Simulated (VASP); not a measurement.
## Sb: relaxation of cell and atoms with BLYP+D3(BJ)

Sb:

```
Sb
1.0
    -1.87134    1.87134    1.87134
     1.87134   -1.87134    1.87134
     1.87134    1.87134   -1.87134
Sb
1
Direct
  0.00000 0.00000 0.00000
```

| Property | Result |
| --- | --- |
| Program | VASP 6.6.1 |
| Task | relaxation of cell and atoms |
| Functional | BLYP |
| Dispersion | D3(BJ) |
| Potentials or basis | VASP PAW PBE potentials, release 64 (Sb) |
| Cutoff | 600 eV |
| k mesh | 10 × 10 × 10 |
| Occupations | fermi-dirac, width 0.05 eV |
| Spin | no spin polarisation |
| Dipole correction | no |
| Further INCAR settings | ALGO = Normal; EDIFF = 1e-07; IBRION = 2; EDIFFG = -0.01; NSW = 60; ISIF = 3 |

```json
{"Relaxed volume": "26.98 Å³/atom", "Relaxed cell": "a = 3.272 Å, b = 3.272 Å, c = 3.272 Å, α = 109.47°, β = 109.47°, γ = 109.47°", "Space group after relaxing (to 0.05 Å)": "Im-3m (No. 229)", "Energy gained by relaxing": "4.3 meV/atom", "Ionic steps": "3", "Pressure after relaxing": "0.0 GPa", "Dispersion energy per atom": "-1.233 eV"}
```

The path:
| step | energy change (eV) | largest force (eV/Å) | pressure (GPa) | volume (Å³) |
| --- | --- | --- | --- | --- |
| 1 | 0.0000 | 0.0000 | 1.83 | 26.21 |
| 2 | -0.0032 | 0.0000 | -0.83 | 27.37 |
| 3 | -0.0043 | 0.0000 | 0.00 | 26.98 |

Final structure:
```yaml
crystal:
  lattice:
    - [-1.88938, 1.88938, 1.88938]
    - [1.88938, -1.88938, 1.88938]
    - [1.88938, 1.88938, -1.88938]
  atoms:
    - { symbol: Sb, position: [0.00000, 0.00000, 0.00000] }
```

Levels at points of the mesh, in eV from the Fermi level:
| k point | band 1 | band 2 | band 3 | band 4 | band 5 |
| --- | --- | --- | --- | --- | --- |
| (0.00, 0.00, 0.00) | -12.81 | 5.30 | 5.30 | 5.30 | 10.64 |
| (0.50, 0.00, 0.00) | -8.88 | -5.46 | 1.59 | 3.72 | 6.70 |
| (0.50, 0.50, 0.50) | -5.76 | -2.00 | -2.00 | -2.00 | 3.35 |

Run time: 62 s on 1 thread of Intel(R) Xeon(R) Platinum 8259CL CPU @ 2.50GHz (Skylake/Cascade Lake) (shared host), peak memory 0.17 GiB.

Caveat: the PAW data sets were made with another functional, which shifts forces and pressure a little; spin-orbit coupling is left out, which moves the levels of the heavy elements; pairwise dispersion overbinds metals, which lowers pressure and volume.
